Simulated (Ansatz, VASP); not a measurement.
# Ga3P4 in VASP and in Ansatz

```
CELL_PARAMETERS angstrom
0.00000 -5.50512 0.00000
0.00000 0.00000 5.50512
-5.50512 0.00000 0.00000
ATOMIC_POSITIONS crystal
Ga 0.50000 0.50000 0.00000
Ga 0.00000 0.00000 0.00000
Ga 0.50000 0.00000 0.50000
P 0.25000 0.25000 0.25000
P 0.75000 0.25000 0.75000
P 0.25000 0.75000 0.75000
P 0.75000 0.75000 0.25000
```

Change from the starting cell: Ga vacancy (site a), charge +0, atoms relaxed at the host's cell.

Alike in both runs: task relaxation of the atoms; functional PBE; k mesh 3 × 3 × 3; occupations gaussian, width 0.01 eV; collinear spin.

```csv
,VASP,Ansatz
version,VASP 6.6.1,Ansatz 0.2.0
potentials or method,"VASP PAW PBE potentials, release 64 (Ga_d, P), cutoff 520 eV","scalar-relativistic, plane waves, PAW"
valence electrons in the cell,59,59
```

|  | VASP | Ansatz | Ansatz less VASP |
| --- | --- | --- | --- |
| gap on the k mesh at the Fermi level, each at its own relaxed structure (eV) | none | none | - |
| net moment per atom (μB) | 0.03 | 0.03 | 0.000 |

A gap of «none» marks a metal or a gap that the smearing closes.

The k mesh is coarse, so the values compare programs but aren't converged.
